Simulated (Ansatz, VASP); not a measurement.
## Two plane-wave programs on KCl

Contents of POSCAR:

```
KCl
1.0
    4.3830516564      0.0000000000      0.0000000000
   -2.1915258282      3.7958340805      0.0000000000
    0.0000000000      0.0000000000      7.7115806986
K Cl
2 2
Direct
    0.0000000000      0.0000000000      0.0000000000
    0.0000000000      0.0000000000      0.5000000000
    0.3333333333      0.6666666667      0.2500000000
    0.6666666667      0.3333333333      0.7500000000
```

The input INCAR.step1:

```
PREC = Accurate
ENCUT = 520
ISMEAR = 0
SIGMA = 0.01
LREAL = F
LASPH = T
NELM = 80
NBANDS = 24
GGA = PE
ALGO = Normal
EDIFF = 1E-4
LWAVE = T
LCHARG = F
```

File INCAR.step2:

```
PREC = Accurate
ENCUT = 520
EDIFF = 1E-6
ISMEAR = 0
SIGMA = 0.01
LREAL = F
LASPH = T
NELM = 80
ALGO = Normal
ISIF = 2
LWAVE = F
LCHARG = F
METAGGA = R2SCAN
LMIXTAU = T
NBANDS = 24
ISTART = 1
```

Contents of KPOINTS:

```
regular mesh
0
Gamma
  6 6 4
```

Input for Ansatz:

```yaml
crystal:
  lattice:
    - [4.3830516564, 0.0, 0.0]
    - [-2.1915258282, 3.7958340805, 0.0]
    - [0.0, 0.0, 7.7115806986]
  atoms:
    - { symbol: K, position: [0.0, 0.0, 0.0] }
    - { symbol: K, position: [0.0, 0.0, 0.5] }
    - { symbol: Cl, position: [0.3333333333, 0.6666666667, 0.25] }
    - { symbol: Cl, position: [0.6666666667, 0.3333333333, 0.75] }
kpoints:
  mp_grid: { grid: [6, 6, 4] }
hamiltonian:
  xc: r2scan
scf:
  occupations: { method: fixed }
  n_extra_bands: 5
output:
  forces: true
  stress: true
  eigenvalues: true
```

Alike in both runs: task single point; functional r2SCAN; k mesh 6 × 6 × 4; no spin polarisation.

|  | VASP | Ansatz |
| --- | --- | --- |
| version | VASP 6.6.1 | Ansatz 0.2.0 |
| potentials or method | VASP PAW PBE potentials, release 64 (K_sv, Cl) | plane waves, PAW |
| plane-wave cutoff (eV) | 520 | 500 |
| occupations | gaussian, width 0.01 eV | fixed |
| valence electrons in the cell | 32 | 32 |

|  | VASP | Ansatz | Ansatz less VASP |
| --- | --- | --- | --- |
| gap on the k mesh at the Fermi level (eV) | 5.67 | 5.66 | -0.004 |
| pressure (GPa) | -0.5 | -0.5 | +0.03 |
| traceless stress, the component that is largest in VASP (GPa) | -0.06 | -0.06 | -0.005 |

VASP's potentials were made for PBE, not for r2SCAN.
